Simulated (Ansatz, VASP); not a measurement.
## One calculation of CaO4, two programs

```xyz
5
Lattice="2.4104 -3.0755 0.0000 2.4104 3.0755 0.0000 0.0000 0.0000 4.6144" Properties=species:S:1:pos:R:3 pbc="T T T"
Ca    0.0000    0.0000    0.0000
O     2.4104   -0.6690    0.0000
O     2.4104    0.6690    0.0000
O     4.1536    0.0000    2.3072
O     0.6671    0.0000    2.3072
```

Change from the starting cell: ordered vacancies on the cation sites of rutile (Cmmm, No. 65).

Alike in both runs: functional PBE; k mesh 4 × 4 × 6; occupations gaussian, width 0.1 eV; no spin polarisation.

Ansatz relaxed the structure, and its values are those at the end. VASP's run is a single point on that final structure, the one shown.

|  | VASP | Ansatz |
| --- | --- | --- |
| version | VASP 6.6.1 | Ansatz 0.2.0 |
| potentials or method | VASP PAW PBE potentials, release 64 (Ca_sv, O), cutoff 520 eV | scalar-relativistic, plane waves, PAW |
| valence electrons in the cell | 34 | 34 |

|  | VASP | Ansatz | Ansatz less VASP |
| --- | --- | --- | --- |
| gap on the k mesh at the Fermi level (eV) | none | none | - |
| pressure (GPa) | 1.1 | 0.1 | -1.00 |
| rms of the force components (eV/Å) | 0.214 | 0.007 | -0.2072 |

A gap of «none» marks a metal or a gap that the smearing closes. One of these differences is far larger than is usual between the two programs; its cause wasn't traced.

The k mesh is coarse, so the values compare programs but aren't converged.
